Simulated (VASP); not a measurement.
# NaI (Fm-3m) in VASP: notebook

NaI is run at these levels: LDA, PBE+D3(BJ), revPBE+D3(BJ), r2SCAN; tasks: single point.

Everything below comes from runs of VASP 6.6.1. Logs are shortened: lines on timing, memory, paths and dates and some standing lists are left out, and cuts for length are marked.

**1. The cell of the first run**

Symmetry: Fm-3m, No. 225, cubic system. The conventional cell has a = 6.310 Å, b = 6.310 Å, c = 6.310 Å, α = 90.00°, β = 90.00°, γ = 90.00°. Na (site symmetry m-3m) has 6 I at 3.16 Å within 4.2 Å. Within 4.2 Å of I (site symmetry m-3m) lie 6 Na at 3.16 Å.

**2. Single point, LDA**

File INCAR:

```
SYSTEM = NaI
PREC = Accurate ; ENCUT = 520
EDIFF = 1E-6 ; ISMEAR = 0
SIGMA = 0.01 ; LREAL = .FALSE.
LASPH = .TRUE. ; NELM = 100
ALGO = Normal ; ISIF = 2
LWAVE = .FALSE. ; LCHARG = .TRUE.
LELF = .TRUE. ; LVHAR = .TRUE.
NBANDS = 14
```

File KPOINTS:

```
Automatic mesh
0
G
  3 3 3
  0 0 0
```

File POSCAR:

```
NaI
1.0
    0.0000000000      3.1551013495      3.1551013495
    3.1551013495      0.0000000000      3.1551013495
    3.1551013495      3.1551013495      0.0000000000
Na I
1 1
Direct
    0.0000000000      0.0000000000      0.0000000000
    0.5000000000      0.5000000000      0.5000000000
```

Potentials or basis: VASP PAW LDA potentials, release 64 (Na_pv, I).

The run is started by

```bash
$ cat potpaw_LDA.64/Na_pv/POTCAR potpaw_LDA.64/I/POTCAR > POTCAR
$ mpirun -np 1 vasp_std > vasp.out
```

OUTCAR:

```text
SYSTEM = NaI
   PREC = Accurate
   ENCUT = 520
   EDIFF = 1E-6
   ISMEAR = 0
   LREAL = .FALSE.
   LASPH = .TRUE.
   NELM = 100
   ISIF = 2

 ion  position               nearest neighbor table
   1  0.000  0.000  0.000-   2 3.16   2 3.16   2 3.16   2 3.16   2 3.16   2 3.16
   2  0.500  0.500  0.500-   1 3.16   1 3.16   1 3.16   1 3.16   1 3.16   1 3.16

  LATTYP: Found a face centered cubic cell.
 ALAT       =     6.3102026990

  Lattice vectors:

 A1 = (   0.0000000000,   3.1551013495,   3.1551013495)
 A2 = (   3.1551013495,   0.0000000000,   3.1551013495)
 A3 = (   3.1551013495,   3.1551013495,   0.0000000000)

Analysis of symmetry for initial positions (statically):
=====================================================================
 Subroutine PRICEL returns:
 Original cell was already a primitive cell.

 Routine SETGRP: Setting up the symmetry group for a
 face centered cubic supercell.

 Subroutine GETGRP returns: Found 48 space group operations
 (whereof 48 operations were pure point group operations)
 out of a pool of 48 trial point group operations.

The static configuration has the point symmetry O_h .

Analysis of symmetry for dynamics (positions and initial velocities):
=====================================================================
 Subroutine PRICEL returns:
 Original cell was already a primitive cell.

 Routine SETGRP: Setting up the symmetry group for a
 face centered cubic supercell.

 Subroutine GETGRP returns: Found 48 space group operations
 (whereof 48 operations were pure point group operations)
 out of a pool of 48 trial point group operations.

The dynamic configuration has the point symmetry O_h .

 Subroutine INISYM returns: Found 48 space group operations
 (whereof 48 operations are pure point group operations),
 and found     1 'primitive' translations

----------------------------------------------------------------------------------------

                                     Primitive cell

  volume of cell :      62.8160

  direct lattice vectors                    reciprocal lattice vectors
     0.000000000  3.155101350  3.155101350    -0.158473515  0.158473515  0.158473515
     3.155101350  0.000000000  3.155101350     0.158473515 -0.158473515  0.158473515
     3.155101350  3.155101350  0.000000000     0.158473515  0.158473515 -0.158473515

  length of vectors
     4.461987119  4.461987119  4.461987119     0.274484179  0.274484179  0.274484179

  position of ions in fractional coordinates (direct lattice)
     0.000000000  0.000000000  0.000000000
     0.500000000  0.500000000  0.500000000

  ion indices of the primitive-cell ions
   primitive index   ion index
                 1           1
                 2           2

----------------------------------------------------------------------------------------

 KPOINTS: Automatic mesh

Automatic generation of k-mesh.
 Grid dimensions read from file:
 generate k-points for:    3    3    3

 Generating k-lattice:

  Cartesian coordinates                     Fractional coordinates (reciprocal lattice)
    -0.052824505  0.052824505  0.052824505     0.333333333  0.000000000  0.000000000
     0.052824505 -0.052824505  0.052824505     0.000000000  0.333333333  0.000000000
     0.052824505  0.052824505 -0.052824505     0.000000000  0.000000000  0.333333333

  Length of vectors
     0.091494726  0.091494726  0.091494726

  Shift w.r.t. Gamma in fractional coordinates (k-lattice)
     0.000000000  0.000000000  0.000000000

 Subroutine IBZKPT returns following result:
 ===========================================

 Found      4 irreducible k-points:

 Following reciprocal coordinates:
            Coordinates               Weight
  0.000000  0.000000  0.000000      1.000000
  0.333333  0.000000  0.000000      8.000000
  0.333333  0.333333  0.000000      6.000000
 -0.333333  0.333333  0.000000     12.000000
   k-points           NKPTS =      4   k-points in BZ     NKDIM =      4   number of bands    NBANDS=     14
   number of dos      NEDOS =    301   number of ions     NIONS =      2
   total plane-waves  NPLWV =  46656
   dimension x,y,z NGX =    36 NGY =   36 NGZ =   36
   dimension x,y,z NGXF=    72 NGYF=   72 NGZF=   72
   ions per type =               1   1
   NGX,Y,Z   is equivalent  to a cutoff of  13.41, 13.41, 13.41 a.u.
   NGXF,Y,Z  is equivalent  to a cutoff of  26.83, 26.83, 26.83 a.u.
 SYSTEM =  NaI
   PREC   = accura    normal or accurate (medium, high low for compatibility)
   ISTART =      0    job   : 0-new  1-cont  2-samecut
   ICHARG =      2    charge: 1-file 2-atom 10-const
   ISPIN  =      1    spin polarized calculation?
   LNONCOLLINEAR =      F non collinear calculations
   LSORBIT =      F    spin-orbit coupling
   LASPH  =      T    aspherical Exc in radial PAW
   ENCUT  =  520.0 eV  38.22 Ry    6.18 a.u.   8.30  8.30  8.30*2*pi/ulx,y,z
   NELM   =    100;   NELMIN=  2; NELMDL= -5     # of ELM steps
   EDIFF  = 0.1E-05   stopping-criterion for ELM
   LREAL  =      F    real-space projection
   EDIFFG = 0.1E-04   stopping-criterion for IOM
   NSW    =      0    number of steps for IOM
   IBRION =     -1    ionic relax: 0-MD 1-quasi-New 2-CG
   NFREE  =      0    steps in history (QN), initial steepest desc. (CG)
   ISIF   =      2    stress and relaxation
   ISYM   =      2    0-nonsym 1-usesym 2-fastsym
   POTIM  = 0.5000    time-step for ionic-motion
   TEBEG  =    0.0;   TEEND  =   0.0 temperature during run
   PSTRESS=    0.0 pullay stress
   NELECT =      14.0000    total number of electrons
   NUPDOWN=      -1.0000    fix difference up-down
   EMIN   =  10.00;   EMAX   =-10.00  energy-range for DOS
   EFERMI =   0.00;   METHOD = LEGACY
   ISMEAR =     0;   SIGMA  =   0.01  broadening in eV -4-tet -1-fermi 0-gaus
   EFERMI_NEDOS =   21; number of points for ismear=-14 and -15
   IALGO  =     38    algorithm
   IMIX   =      4    mixing-type and parameters
     AMIX     =   0.40;   BMIX     =  1.00
     AMIX_MAG =   1.60;   BMIX_MAG =  1.00
  volume/ion in A,a.u.               =      31.41       211.95
  Fermi-wavevector in a.u.,A,eV,Ry     =   0.992569  1.875684 13.404377  0.985194
  Thomas-Fermi vector in A             =   2.124390
   LORBIT       =      0    0 simple, 1 ext, 2 COOP (PROOUT), +10 PAW based schemes
   GGA     = CA    functional components
   LHFCALC =     F    Hartree Fock is set to
   AEXX    =    0.0000 exact exchange contribution
   IVDW    =     0    specifies the selected vdW correction
   LEPSILON=     F    determine dielectric tensor
   LRPA    =     F    only Hartree local field effects (RPA)
 non-spin polarized calculation
 Gauss-broadening in eV      SIGMA  =   0.01
  energy-cutoff  :      520.00
  volume of cell :       62.82
 maximum number of plane-waves:      1700
 NGX is ok and might be reduce to    36
   NGX = 17   NGY = 17   NGZ = 17

 number of electron      14.0000000 magnetization

 Free energy of the ion-electron system (eV)
  ---------------------------------------------------
  ext. energy  EPLUGINS =         0.00000000
  ---------------------------------------------------
  free energy    TOTEN  =        -5.95330886 eV

  energy without entropy =       -5.95330886  energy(sigma->0) =       -5.95330886

 E-fermi :   1.2991     XC(G=0):  -8.3986

 val. band max:        1.2172122507   @ k =   0.0000   0.0000   0.0000
 cond. band min:       4.7530214996   @ k =   0.0000   0.0000   0.0000
 fundamental gap:      3.5358092489
 Fermi energy:         1.2991382853

 k-point     1 :       0.0000    0.0000    0.0000
  band No.  band energies     occupation
      1     -21.1649      2.00000
      2     -21.1649      2.00000
      3     -21.1649      2.00000
      4     -10.0702      2.00000
      5       1.2172      2.00000
      6       1.2172      2.00000
      7       1.2172      2.00000
      8       4.7530      0.00000
      9       8.9878      0.00000
     10       8.9878      0.00000
     11       8.9878      0.00000
     12      10.9856      0.00000
     13      10.9856      0.00000
     14      11.4368      0.00000

 k-point     2 :       0.3333    0.0000    0.0000
  band No.  band energies     occupation
      1     -21.1711      2.00000
      2     -21.1652      2.00000
      3     -21.1652      2.00000
      4      -9.7766      2.00000
      5      -0.8470      2.00000
      6       0.9563      2.00000
      7       0.9563      2.00000
      8       6.1449      0.00000
      9       8.7965      0.00000
     10       8.7965      0.00000
     11       9.3688      0.00000
     12      11.2667      0.00000
     13      11.5132      0.00000
     14      11.5132      0.00000

 k-point     3 :       0.3333    0.3333    0.0000
  band No.  band energies     occupation
      1     -21.1697      2.00000
      2     -21.1668      2.00000
      3     -21.1668      2.00000
      4      -9.6996      2.00000
      5      -0.6601      2.00000
      6       0.5280      2.00000
      7       0.5280      2.00000
      8       6.1327      0.00000
      9       6.8034      0.00000
     10       9.5590      0.00000
     11      11.2959      0.00000
     12      11.2959      0.00000
     13      12.2214      0.00000
     14      15.3906      0.00000

 k-point     4 :      -0.3333    0.3333    0.0000
  band No.  band energies     occupation
      1     -21.1701      2.00000
      2     -21.1693      2.00000
      3     -21.1662      2.00000
      4      -9.5891      2.00000
      5      -0.6307      2.00000
      6      -0.4930      2.00000
      7       0.6174      2.00000
      8       6.5798      0.00000
      9       8.3659      0.00000
     10       9.4129      0.00000
     11       9.9242      0.00000
     12      11.1864      0.00000
     13      12.0211      0.00000
     14      15.2462      0.00000

------------------------ aborting loop because EDIFF is reached ----------------------------------------

  FORCE on cell =-STRESS in cart. coord.  units (eV):
  Direction    XX          YY          ZZ          XY          YZ          ZX
  --------------------------------------------------------------------------------------
  -------------------------------------------------------------------------------------
  Total        0.0116408      0.0116408      0.0116408      0.0000000      0.0000000      0.0000000
  in kB        0.2969083      0.2969083      0.2969083      0.0000000      0.0000000      0.0000000
  external PRESSURE =       0.2969083 kB  Pullay stress =       0.0000000 kB

 VOLUME and BASIS-vectors are now :
 -----------------------------------------------------------------------------
  energy-cutoff  :      520.00
  volume of cell :       62.82
      direct lattice vectors                 reciprocal lattice vectors
     0.000000000  3.155101350  3.155101350    -0.158473515  0.158473515  0.158473515
     3.155101350  0.000000000  3.155101350     0.158473515 -0.158473515  0.158473515
     3.155101350  3.155101350  0.000000000     0.158473515  0.158473515 -0.158473515

 POSITION                                       TOTAL-FORCE (eV/Angst)
 -----------------------------------------------------------------------------------
      0.00000      0.00000      0.00000        -0.000000      0.000000     -0.000000
      3.15510      3.15510      3.15510         0.000000     -0.000000      0.000000
 -----------------------------------------------------------------------------------
    total drift:                                0.000000      0.000000      0.000000

  FREE ENERGIE OF THE ION-ELECTRON SYSTEM (eV)
  ---------------------------------------------------
  free  energy   TOTEN  =        -5.9533088649 eV

  energy  without entropy=       -5.9533088649  energy(sigma->0) =       -5.95330886
```

Wall time 5.2 s (1 thread of Intel Xeon Platinum 8259CL at 2.50GHz (Skylake/Cascade Lake), shared host); peak memory 0.16 GiB.

Results:

- Free energy: -5.9533 eV
- Pressure: 0.0 GPa
- Band gap on the k mesh: 3.54 eV, direct

Caveat: the k points lie up to 0.57 Å⁻¹ apart; spin-orbit coupling is left out, which moves the levels of the heavy elements.

**3. Single point, PBE+D3(BJ)**

This run uses another cell than the first one, of 32.77 Å³/atom, 1.043 times its volume.

File INCAR:

```
  PREC = Accurate
  ENCUT = 520
  EDIFF = 1E-6
  ISMEAR = 0
  SIGMA = 0.01
  LREAL = F
  LASPH = T
  NELM = 60
  ALGO = Normal
  ISIF = 2
  LWAVE = F
  LCHARG = F
  GGA = PE
  IVDW = 12
  NBANDS = 14
```

File KPOINTS:

```
Automatic mesh
0
Gamma
  3 3 3
```

File POSCAR:

```
NaI
1.0
    0.0000000000      3.2000317866      3.2000317866
    3.2000317866      0.0000000000      3.2000317866
    3.2000317866      3.2000317866      0.0000000000
Na I
1 1
Direct
    0.0000000000      0.0000000000      0.0000000000
    0.5000000000      0.5000000000      0.5000000000
```

Potentials or basis: VASP PAW PBE potentials, release 64 (Na_pv, I).

The run is started by

```bash
$ cat potpaw_PBE.64/Na_pv/POTCAR potpaw_PBE.64/I/POTCAR > POTCAR
$ mpirun -np 1 vasp_std > vasp.out
```

Wall time 6.1 s (1 thread of Intel Xeon Platinum 8259CL at 2.50GHz (Skylake/Cascade Lake), shared host); peak memory 0.2 GiB.

The run converged. Its results:

| Item | Value |
| --- | --- |
| Free energy | -5.8508 eV |
| Pressure | 0.0 GPa |
| Band gap on the k mesh | 3.72 eV, direct |
| Dispersion energy per atom | -0.262 eV |

Levels at points of the mesh, in eV from the valence-band top:
```
           k point  band 4  band 5  band 6  band 7  band 8  band 9  band 10  band 11
(0.00, 0.00, 0.00)  -11.10    0.00    0.00    0.00    3.72    7.91     7.91     7.91
```

Caveat: the k points lie up to 0.57 Å⁻¹ apart; spin-orbit coupling is left out, which moves the levels of the heavy elements.

**4. Single point, revPBE+D3(BJ)**

This run uses another cell than the first one, of 32.44 Å³/atom, 1.033 times its volume.

File INCAR:

```
SYSTEM = NaI
PREC = Accurate
ENCUT = 520
EDIFF = 1E-6
ISMEAR = 0
SIGMA = 0.01
LREAL = .False.
LASPH = .True.
NELM = 100
ALGO = Normal
ISIF = 2
LWAVE = .False.
LCHARG = .False.
GGA = RE
IVDW = 12
NBANDS = 14
```

File KPOINTS:

```
regular mesh
0
Gamma
  3 3 3
  0 0 0
```

File POSCAR:

```
NaI
1.0
    0.0000000000      3.1893573176      3.1893573176
    3.1893573176      0.0000000000      3.1893573176
    3.1893573176      3.1893573176      0.0000000000
Na I
1 1
Direct
    0.0000000000      0.0000000000      0.0000000000
    0.5000000000      0.5000000000      0.5000000000
```

The run is started by

```bash
$ cat potpaw_PBE.64/Na_pv/POTCAR potpaw_PBE.64/I/POTCAR > POTCAR
$ mpirun -np 1 vasp_std > vasp.out
```

Run time: 6.6 s. Hardware: 1 thread of Intel Xeon Platinum 8259CL at 2.50GHz (Skylake/Cascade Lake), shared host; peak memory 0.2 GiB.

The run converged. Its results:

```yaml
Free_energy: -5.9547 eV
Pressure: 0.1 GPa
Band_gap_on_the_k_mesh: 3.97 eV, direct
Dispersion_energy_per_atom: -0.499 eV
```

Levels at points of the mesh, in eV from the valence-band top:
```tsv
k point	band 3	band 4	band 5	band 6	band 7	band 8	band 9	band 10	band 11	band 12
(0.00, 0.00, 0.00)	-22.45	-11.09	0.00	0.00	0.00	3.97	8.01	8.01	8.01	9.87
```

Caveat: the k points lie up to 0.57 Å⁻¹ apart; the PAW data sets were made with another functional, which shifts forces and pressure a little; spin-orbit coupling is left out, which moves the levels of the heavy elements.

**5. Single point, r2SCAN**

This run uses another cell than the first one, of 34.27 Å³/atom, 1.091 times its volume.

File POSCAR:

```
NaI
1.0
    0.0000000000      3.2483024990      3.2483024990
    3.2483024990      0.0000000000      3.2483024990
    3.2483024990      3.2483024990      0.0000000000
Na I
1 1
Direct
    0.0000000000      0.0000000000      0.0000000000
    0.5000000000      0.5000000000      0.5000000000
```

File INCAR.step1:

```
PREC     = Accurate       # precision mode
ENCUT    = 520            # plane-wave cutoff, eV
ISMEAR   = 0              # smearing method
SIGMA    = 0.01           # smearing width, eV
LREAL    = False          # projectors in reciprocal space
LASPH    = True           # aspherical terms in the spheres
NELM     = 100            # most SCF steps
NBANDS   = 14             # bands
GGA      = PE             # functional
ALGO     = Normal         # electronic algorithm
EDIFF    = 1E-4           # SCF threshold, eV
LWAVE    = True           # write WAVECAR
LCHARG   = False          # write CHGCAR
```

File INCAR.step2:

```
PREC     = Accurate       # precision mode
ENCUT    = 520            # plane-wave cutoff, eV
EDIFF    = 1E-6           # SCF threshold, eV
ISMEAR   = 0              # smearing method
SIGMA    = 0.01           # smearing width, eV
LREAL    = False          # projectors in reciprocal space
LASPH    = True           # aspherical terms in the spheres
NELM     = 100            # most SCF steps
ALGO     = Normal         # electronic algorithm
ISIF     = 2              # what is computed and relaxed
LWAVE    = False          # write WAVECAR
LCHARG   = False          # write CHGCAR
METAGGA  = R2SCAN         # meta-GGA
LMIXTAU  = True         
NBANDS   = 14             # bands
ISTART   = 1
```

File KPOINTS:

```
Automatic mesh
0
Gamma
  3 3 3
```

The run is started by

```bash
$ cat potpaw_PBE.64/Na_pv/POTCAR potpaw_PBE.64/I/POTCAR > POTCAR
$ cp INCAR.step1 INCAR
$ mpirun -np 1 vasp_std > vasp.out
$ cp INCAR.step2 INCAR
$ mpirun -np 1 vasp_std > vasp.out
```

Run time: 25 s. Hardware: 1 thread of Intel Xeon Platinum 8259CL at 2.50GHz (Skylake/Cascade Lake), shared host; peak memory 0.21 GiB.

It converged, with:

| Item | Value |
| --- | --- |
| Free energy | -31.0484 eV |
| Pressure | -0.1 GPa |
| Band gap on the k mesh | 4.39 eV, direct |

Levels at points of the mesh, in eV from the valence-band top:
| k point | band 4 | band 5 | band 6 | band 7 | band 8 | band 9 | band 10 | band 11 |
| --- | --- | --- | --- | --- | --- | --- | --- | --- |
| (0.00, 0.00, 0.00) | -11.31 | 0.00 | 0.00 | 0.00 | 4.39 | 8.46 | 8.46 | 8.46 |

Caveat: the k points lie up to 0.56 Å⁻¹ apart; the PAW data sets were made with another functional, which shifts forces and pressure a little; spin-orbit coupling is left out, which moves the levels of the heavy elements.

**6. Overview**

| level | potentials or basis | cell | gap on the mesh (eV) | pressure (GPa) |
| --- | --- | --- | --- | --- |
| LDA | VASP PAW LDA potentials, release 64 (Na_pv, I) | a = 4.462 Å, angles 60.0°, 2 atoms | 3.54 | 0.0 |
| PBE+D3(BJ) | VASP PAW PBE potentials, release 64 (Na_pv, I) | a = 4.526 Å, angles 60.0°, 2 atoms | 3.72 | 0.0 |
| revPBE+D3(BJ) | VASP PAW PBE potentials, release 64 (Na_pv, I) | a = 4.510 Å, angles 60.0°, 2 atoms | 3.97 | 0.1 |
| r2SCAN | VASP PAW PBE potentials, release 64 (Na_pv, I) | a = 4.594 Å, angles 60.0°, 2 atoms | 4.39 | -0.1 |

Alike in all rows: task single point; no spin polarisation; k mesh 3 × 3 × 3; cutoff (eV) 520; smearing gaussian 0.01 eV.

Caveats: all runs use coarse meshes; spin-orbit coupling is left out, which moves the levels of the heavy elements; the PAW data sets were made with another functional, which shifts forces and pressure a little (some runs).

Total energies depend on the potentials used, so only differences within one code and one set of settings carry meaning.
